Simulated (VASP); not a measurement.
# SiO2 (Cristobalite) (P4_12_12) in VASP: notebook, part 2 of 3

VASP 6.6.1.

### 3 Electric field gradients, PBE

INCAR

```
SYSTEM = SiO2
PREC = Accurate
ENCUT = 520
EDIFF = 1E-8
ISMEAR = -1
SIGMA = 0.15
LREAL = .FALSE.
LASPH = .TRUE.
NELM = 80
ALGO = Normal
ISIF = 2
LWAVE = .FALSE.
LCHARG = .FALSE.
GGA = PE
LEFG = .TRUE.
NBANDS = 44
```

KPOINTS

```
Automatic mesh
0
G
  4 4 3
  0 0 0
```

POSCAR

```
SiO2
1.0
    4.9890000000      0.0000000000      0.0000000000
    0.0000000000      4.9890000000      0.0000000000
    0.0000000000      0.0000000000      6.9910000000
Si O
4 8
Direct
    0.2976700000      0.2976700000      0.0000000000
    0.2023300000      0.7976700000      0.2500000000
    0.7023300000      0.7023300000      0.5000000000
    0.7976700000      0.2023300000      0.7500000000
    0.2410200000      0.0999400000      0.1760200000
    0.4000600000      0.7410200000      0.4260200000
    0.7589800000      0.9000600000      0.6760200000
    0.5999400000      0.2589800000      0.9260200000
    0.7410200000      0.4000600000      0.5739800000
    0.9000600000      0.7589800000      0.3239800000
    0.2589800000      0.5999400000      0.0739800000
    0.0999400000      0.2410200000      0.8239800000
```

Potentials or basis: VASP PAW PBE potentials, release 64 (Si, O).

The run is started by

```bash
$ cat potpaw_PBE.64/Si/POTCAR potpaw_PBE.64/O/POTCAR > POTCAR
$ mpirun -np 1 vasp_std > vasp.out
```

OUTCAR:

```text
SYSTEM = SiO2
   PREC = Accurate
   ENCUT = 520
   EDIFF = 1E-8
   ISMEAR = -1
   LREAL = .FALSE.
   LASPH = .TRUE.
   NELM = 80
   ISIF = 2
   GGA = PE

 ion  position               nearest neighbor table
   1  0.298  0.298  0.000-   5 1.60  12 1.60  11 1.61   8 1.61   2 3.08   4 3.08   2 3.08   4 3.08

   2  0.202  0.798  0.250-   6 1.60  11 1.60  10 1.61   5 1.61   1 3.08   3 3.08   1 3.08   3 3.08

   3  0.702  0.702  0.500-   7 1.60  10 1.60   9 1.61   6 1.61   2 3.08   4 3.08   4 3.08   2 3.08

   4  0.798  0.202  0.750-   8 1.60   9 1.60   7 1.61  12 1.61   1 3.08   3 3.08   3 3.08   1 3.08

   5  0.241  0.100  0.176-   1 1.60   2 1.61
   6  0.400  0.741  0.426-   2 1.60   3 1.61
   7  0.759  0.900  0.676-   3 1.60   4 1.61
   8  0.600  0.259  0.926-   4 1.60   1 1.61
   9  0.741  0.400  0.574-   4 1.60   3 1.61
  10  0.900  0.759  0.324-   3 1.60   2 1.61
  11  0.259  0.600  0.074-   2 1.60   1 1.61
  12  0.100  0.241  0.824-   1 1.60   4 1.61

  LATTYP: Found a simple tetragonal cell.
 ALAT       =     4.9890000000
 C/A-ratio  =     1.4012828222

  Lattice vectors:

 A1 = (   4.9890000000,   0.0000000000,   0.0000000000)
 A2 = (   0.0000000000,   4.9890000000,   0.0000000000)
 A3 = (   0.0000000000,   0.0000000000,   6.9910000000)

Analysis of symmetry for initial positions (statically):
=====================================================================
 Subroutine PRICEL returns:
 Original cell was already a primitive cell.

 Routine SETGRP: Setting up the symmetry group for a
 simple tetragonal supercell.

 Subroutine GETGRP returns: Found  8 space group operations
 (whereof  2 operations were pure point group operations)
 out of a pool of 16 trial point group operations.

The static configuration has the point symmetry C_2 .
 The point group associated with its full space group is D_4 .

Analysis of symmetry for dynamics (positions and initial velocities):
=====================================================================
 Subroutine PRICEL returns:
 Original cell was already a primitive cell.

 Routine SETGRP: Setting up the symmetry group for a
 simple tetragonal supercell.

 Subroutine GETGRP returns: Found  8 space group operations
 (whereof  2 operations were pure point group operations)
 out of a pool of 16 trial point group operations.

The dynamic configuration has the point symmetry C_2 .
 The point group associated with its full space group is D_4 .

 Subroutine INISYM returns: Found  8 space group operations
 (whereof  2 operations are pure point group operations),
 and found     1 'primitive' translations

----------------------------------------------------------------------------------------

                                     Primitive cell

  volume of cell :     174.0068

  direct lattice vectors                    reciprocal lattice vectors
     4.989000000  0.000000000  0.000000000     0.200440970  0.000000000  0.000000000
[... 145 lines left out ...]
 fundamental gap:      5.7682990984
 Fermi energy:         3.1285897741

 k-point     1 :       0.0000    0.0000    0.0000
  band No.  band energies     occupation
      1     -19.4789      2.00000
      2     -18.5748      2.00000
      3     -18.5748      2.00000
      4     -17.3960      2.00000
      5     -17.3467      2.00000
      6     -17.3372      2.00000
[... 553 lines left out ...]
     43      10.8667      0.00000
     44      10.8667      0.00000

------------------------ aborting loop because EDIFF is reached ----------------------------------------

  FORCE on cell =-STRESS in cart. coord.  units (eV):
  Direction    XX          YY          ZZ          XY          YZ          ZX
  --------------------------------------------------------------------------------------
  -------------------------------------------------------------------------------------
  Total        7.4161599      7.4161599      7.9673908      0.0000000      0.0000000     -0.0000000
  in kB       68.2846920     68.2846920     73.3601804      0.0000000      0.0000000     -0.0000000
  external PRESSURE =      69.9765214 kB  Pullay stress =       0.0000000 kB

 VOLUME and BASIS-vectors are now :
 -----------------------------------------------------------------------------
  energy-cutoff  :      520.00
  volume of cell :      174.01
      direct lattice vectors                 reciprocal lattice vectors
     4.989000000  0.000000000  0.000000000     0.200440970  0.000000000  0.000000000
     0.000000000  4.989000000  0.000000000     0.000000000  0.200440970  0.000000000
     0.000000000  0.000000000  6.991000000     0.000000000  0.000000000  0.143041053

 POSITION                                       TOTAL-FORCE (eV/Angst)
 -----------------------------------------------------------------------------------
      1.48508      1.48508      0.00000         0.081566      0.081566      0.000000
      1.00942      3.97958      1.74775        -0.081566      0.081566      0.000000
      3.50392      3.50392      3.49550        -0.081566     -0.081566      0.000000
      3.97958      1.00942      5.24325         0.081566     -0.081566      0.000000
      1.20245      0.49860      1.23056        -0.093898      0.126844      0.419554
      1.99590      3.69695      2.97831        -0.126844     -0.093898      0.419554
      3.78655      4.49040      4.72606         0.093898     -0.126844      0.419554
      2.99310      1.29205      6.47381         0.126844      0.093898      0.419554
      3.69695      1.99590      4.01269        -0.093898     -0.126844     -0.419554
      4.49040      3.78655      2.26494        -0.126844      0.093898     -0.419554
      1.29205      2.99310      0.51719         0.093898      0.126844     -0.419554
      0.49860      1.20245      5.76044         0.126844     -0.093898     -0.419554
 -----------------------------------------------------------------------------------
    total drift:                               -0.000000      0.000000     -0.000000

  FREE ENERGIE OF THE ION-ELECTRON SYSTEM (eV)
  ---------------------------------------------------
  free  energy   TOTEN  =       -94.7822346199 eV

  energy  without entropy=      -94.7822346149  energy(sigma->0) =      -94.78223462

 Electric field gradients (V/A^2)
---------------------------------------------------------------------
 ion       V_xx      V_yy      V_zz      V_xy      V_xz      V_yz
---------------------------------------------------------------------
   1       0.571     0.571    -1.142     0.394     1.919    -1.919
   2       0.571     0.571    -1.142    -0.394     1.919     1.919
   3       0.571     0.571    -1.142     0.394    -1.919     1.919
   4       0.571     0.571    -1.142    -0.394    -1.919    -1.919
   5     -45.891    43.028     2.862    17.368   -12.436   -57.758
   6      43.028   -45.891     2.862   -17.368    57.758   -12.436
   7     -45.891    43.028     2.862    17.368    12.436    57.758
   8      43.028   -45.891     2.862   -17.368   -57.758    12.436
   9     -45.891    43.028     2.862   -17.368    12.436   -57.758
  10      43.028   -45.891     2.862    17.368   -57.758   -12.436
  11     -45.891    43.028     2.862   -17.368   -12.436    57.758
  12      43.028   -45.891     2.862    17.368    57.758    12.436
---------------------------------------------------------------------

 Electric field gradients after diagonalization (V/A^2)
 (convention: |V_zz| > |V_xx| > |V_yy|)
----------------------------------------------------------------------
 ion       V_xx      V_yy      V_zz     asymmetry (V_yy - V_xx)/ V_zz
----------------------------------------------------------------------
   1       2.311     0.965    -3.276       0.411
   2       2.311     0.965    -3.276       0.411
   3       2.311     0.965    -3.276       0.411
   4       2.311     0.965    -3.276       0.411
   5     -49.312   -38.204    87.516       0.127
   6     -49.312   -38.204    87.516       0.127
   7     -49.312   -38.204    87.516       0.127
   8     -49.312   -38.204    87.516       0.127
   9     -49.312   -38.204    87.516       0.127
  10     -49.312   -38.204    87.516       0.127
  11     -49.312   -38.204    87.516       0.127
  12     -49.312   -38.204    87.516       0.127
----------------------------------------------------------------------

           NMR quadrupolar parameters

 Cq : quadrupolar parameter    Cq=e*Q*V_zz/h
 eta: asymmetry parameters     (V_yy - V_xx)/ V_zz
 Q  : nuclear electric quadrupole moment in mb (millibarn)
----------------------------------------------------------------------
 ion       Cq(MHz)       eta       Q (mb)
----------------------------------------------------------------------
   1      -0.008       0.411       1.000
   2      -0.008       0.411       1.000
   3      -0.008       0.411       1.000
   4      -0.008       0.411       1.000
   5       0.212       0.127       1.000
   6       0.212       0.127       1.000
   7       0.212       0.127       1.000
   8       0.212       0.127       1.000
   9       0.212       0.127       1.000
  10       0.212       0.127       1.000
  11       0.212       0.127       1.000
  12       0.212       0.127       1.000
----------------------------------------------------------------------
```

Wall time 98 s (1 thread of Intel Xeon Platinum 8259CL at 2.50GHz (Skylake/Cascade Lake), shared host); peak memory 0.29 GiB.

What came out:

```yaml
Free_energy: -94.7822 eV
Pressure: 7.0 GPa
Largest_force: 0.448 eV/Å
Band_gap_on_the_k_mesh: 5.77 eV, direct
```

Forces in eV/Å, atoms in the order of the input:
```
Si   0.082  0.082  0.000
Si  -0.082  0.082  0.000
Si  -0.082 -0.082  0.000
Si   0.082 -0.082  0.000
O   -0.094  0.127  0.420
O   -0.127 -0.094  0.420
O    0.094 -0.127  0.420
O    0.127  0.094  0.420
O   -0.094 -0.127 -0.420
O   -0.127  0.094 -0.420
O    0.094  0.127 -0.420
O    0.127 -0.094 -0.420
```

Stress tensor (GPa, compression positive):
```
6.83 0.00 0.00
0.00 6.83 0.00
0.00 0.00 7.34
```

Electric field gradients, principal values (V/Å²):
```
atom    least   middle  greatest (by size)
1 Si    0.965    2.311              -3.276
2 Si    0.965    2.311              -3.276
3 Si    0.965    2.311              -3.276
4 Si    0.965    2.311              -3.276
 5 O  -38.204  -49.312              87.516
 6 O  -38.204  -49.312              87.516
 7 O  -38.204  -49.312              87.516
 8 O  -38.204  -49.312              87.516
 9 O  -38.204  -49.312              87.516
10 O  -38.204  -49.312              87.516
11 O  -38.204  -49.312              87.516
12 O  -38.204  -49.312              87.516
```

Caveat: without QUAD_EFG the Cq values of the log hold for a quadrupole moment of 1 mb, not for the nuclei. PBE gaps usually lie below the measured ones, often by a third to a half.

[end of part 2 of 3]
